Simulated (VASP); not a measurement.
A run of VASP 6.6.1 is set up as follows.

File INCAR:

```
PREC = Accurate
ENCUT = 520
EDIFF = 1E-7
ISMEAR = -1
SIGMA = 0.1
LREAL = F
LASPH = T
NELM = 150
ALGO = Normal
ISIF = 2
LWAVE = F
LCHARG = F
LNONCOLLINEAR = T
MAGMOM = 0 0 0
LORBIT = 11
LSORBIT = T
GGA_COMPAT = F
LORBMOM = T
GGA = PS
NBANDS = 14
```

Contents of KPOINTS:

```
Automatic mesh
0
Gamma
  16 16 16
```

POSCAR

```
Al
1.0
    0.0000000000      2.0073479706      2.0073479706
    2.0073479706      0.0000000000      2.0073479706
    2.0073479706      2.0073479706      0.0000000000
Al
1
Direct
    0.0000000000      0.0000000000      0.0000000000
```

Potentials or basis: VASP PAW PBE potentials, release 64 (Al).

Command:

```console
$ cat potpaw_PBE.64/Al/POTCAR > POTCAR
$ mpirun -np 1 vasp_ncl > vasp.out
```

Question: Estimate the net moment.

Answer: 0.00 μB per cell.

Question: What does it give for the pressure?

Answer: 0.1 GPa.

Moments on the atoms (μB; x, y, z):
```
Al  0.00 0.00 0.00
```

Caveat: the PAW data sets were made with another functional, which shifts forces and pressure a little.
